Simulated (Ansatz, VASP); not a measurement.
## Sb in VASP and in Ansatz

File INCAR:

```
SYSTEM = Sb
ALGO     = Normal         ! electronic algorithm
EDIFF    = 1E-7           ! SCF threshold, eV
EDIFFG   = -0.04          ! ionic threshold
ENCUT    = 600            ! plane-wave cutoff, eV
GGA      = PE             ! functional
IBRION   = 2              ! ionic algorithm
ISIF     = 3              ! what is computed and relaxed
ISMEAR   = 0              ! smearing method
LASPH    = .TRUE.         ! aspherical terms in the spheres
LCHARG   = .FALSE.        ! write CHGCAR
LREAL    = .FALSE.        ! projectors in reciprocal space
LWAVE    = .FALSE.        ! write WAVECAR
NELM     = 60             ! most SCF steps
NSW      = 90             ! ionic steps
PREC     = Accurate       ! precision mode
SIGMA    = 0.1            ! smearing width, eV
```

KPOINTS

```
k-points
0
G
  3 3 4
  0 0 0
```

File POSCAR:

```
Sb
1.0
    7.0877412900      0.0000000000      0.0000000000
   -3.5438706400      6.1381640100      0.0000000000
    0.0000000000      0.0000000000      4.4975259300
Sb
6
Direct
    0.3127746600      0.0000000000      0.5000000000
    0.0000000000      0.3127746600      0.8333333300
    0.6872253400      0.6872253400      0.1666666700
    0.6872253400      0.0000000000      0.5000000000
    0.0000000000      0.6872253400      0.8333333300
    0.3127746600      0.3127746600      0.1666666700
```

Input for Ansatz:

```yaml
crystal:
  lattice:
    - [7.08774129, 0.0, 0.0]
    - [-3.54387064, 6.13816401, 0.0]
    - [0.0, 0.0, 4.49752593]
  atoms:
    - { symbol: Sb, position: [0.31277466, 0.0, 0.5] }
    - { symbol: Sb, position: [0.0, 0.31277466, 0.83333333] }
    - { symbol: Sb, position: [0.68722534, 0.68722534, 0.16666667] }
    - { symbol: Sb, position: [0.68722534, 0.0, 0.5] }
    - { symbol: Sb, position: [0.0, 0.68722534, 0.83333333] }
    - { symbol: Sb, position: [0.31277466, 0.31277466, 0.16666667] }
basis:
  ecutwfc: 420
kpoints:
  mp_grid: { grid: [3, 3, 4] }
hamiltonian:
  xc: pbe
scf:
  occupations: { method: gaussian, width: 0.1 }
  lower_state_search: "off"
output:
  forces: true
  stress: true
  eigenvalues: true
relax:
  adjacent_minimum: "off"
  f_tol: 0.04
  max_steps: 70
  cell: { stress_tol: 0.4 }
```

Alike in both runs: task relaxation of cell and atoms; functional PBE; k mesh 3 × 3 × 4; occupations gaussian, width 0.1 eV; no spin polarisation.

|  | VASP | Ansatz |
| --- | --- | --- |
| version | VASP 6.6.1 | Ansatz 0.2.0 |
| potentials or method | VASP PAW PBE potentials, release 64 (Sb), cutoff 600 eV | scalar-relativistic, plane waves, PAW |
| valence electrons in the cell | 30 | 90 |

Ansatz gave:

```
gap on the k mesh at the Fermi level, each at its own relaxed structure (eV) : none
relaxed volume (Å³/atom)                                                     : 36.04
relaxed cell length with the largest relative difference (Å)                 : 3.425
```

Question: Which values does VASP return?

Answer: gap on the k mesh at the Fermi level, each at its own relaxed structure (eV): none; relaxed volume (Å³/atom): 35.88; relaxed cell length with the largest relative difference (Å): 3.418.

A gap of «none» marks a metal or a gap that the smearing closes. VASP's potentials hold 30 valence electrons a cell and Ansatz's 90, so a difference there can come from the potentials and not from the codes.

Spin-orbit coupling is off throughout.
